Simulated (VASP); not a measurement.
Wanted: the native input for a VASP 6.6.1 run.

* Task: single point
* Functional: PBEsol
* Potentials or basis: VASP PAW PBE potentials, release 64 (As)
* Cutoff: 520 eV
* k mesh: 10 × 10 × 10
* Occupations: fermi-dirac, width 0.05 eV
* Spin: no spin polarisation
* Dipole correction: no
* Further INCAR settings: ALGO = Normal; EDIFF = 1e-06; NBANDS = 8

The structure of As lies in POSCAR:

```
As
1.0
    2.6442571240      0.0000000000      0.0000000000
    0.0000000000      2.6442571240      0.0000000000
    0.0000000000      0.0000000000      2.6442571240
As
1
Direct
    0.5000000000      0.5000000000      0.5000000000
```

The input as run:

INCAR

```
PREC     = Accurate       # precision mode
ENCUT    = 520            # plane-wave cutoff, eV
EDIFF    = 1E-6           # SCF threshold, eV
ISMEAR   = -1             # smearing method
SIGMA    = 0.05           # smearing width, eV
LREAL    = False          # projectors in reciprocal space
LASPH    = True           # aspherical terms in the spheres
NELM     = 100            # most SCF steps
ALGO     = Normal         # electronic algorithm
ISIF     = 2              # what is computed and relaxed
LWAVE    = False          # write WAVECAR
LCHARG   = True           # write CHGCAR
GGA      = PS             # functional
LELF     = True           # ELF
LVHAR    = True         
NBANDS   = 8              # bands
```

KPOINTS

```
regular mesh
0
Gamma
  10 10 10
```

Potentials or basis: VASP PAW PBE potentials, release 64 (As).

Launch:

```bash
$ cat potpaw_PBE.64/As/POTCAR > POTCAR
$ mpirun -np 1 vasp_std > vasp.out
```

Results of the run:

| Quantity | Value |
| --- | --- |
| Pressure | 5.4 GPa |

Caveat: the PAW data sets were made with another functional, which shifts forces and pressure a little.

Wall time 7.6 s on 1 thread of AMD EPYC 7R43 64-Core Processor (Zen 3), with other jobs on the host, peak memory 0.08 GiB.
